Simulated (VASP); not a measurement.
Runs of VASP 6.6.1 on KCl. The structure is that of space group Fm-3m (No. 225), or close to it. The cells are those of the table. 

```csv
level,cell,k mesh,cutoff (eV),gap on the mesh (eV),pressure (GPa)
r2SCAN,"a = 4.492 Å, angles 60.0°, 2 atoms",6 × 6 × 6,550,(b),-0.5
PBE,"a = 4.447 Å, angles 60.0°, 2 atoms",8 × 8 × 8,500,5.19,0.8
r2SCAN,"a = 4.357 Å, angles 60.0°, 2 atoms",6 × 6 × 6,550,6.06,(a)
PBE,"a = 4.465 Å, angles 60.0°, 2 atoms",6 × 6 × 6,500,5.15,0.6
PBE,"a = 4.418 Å, angles 60.0°, 2 atoms",6 × 6 × 6,500,5.26,1.2
```

Alike in all rows: task single point; potentials or basis VASP PAW PBE potentials, release 64 (K_sv, Cl); no spin polarisation; smearing gaussian 0.01 eV.

Fill in the values left out.

(a) 1.4; (b) 5.73.

Caveats: the PAW data sets were made with another functional, which shifts forces and pressure a little (at least some runs).

A k mesh can miss the band edges.
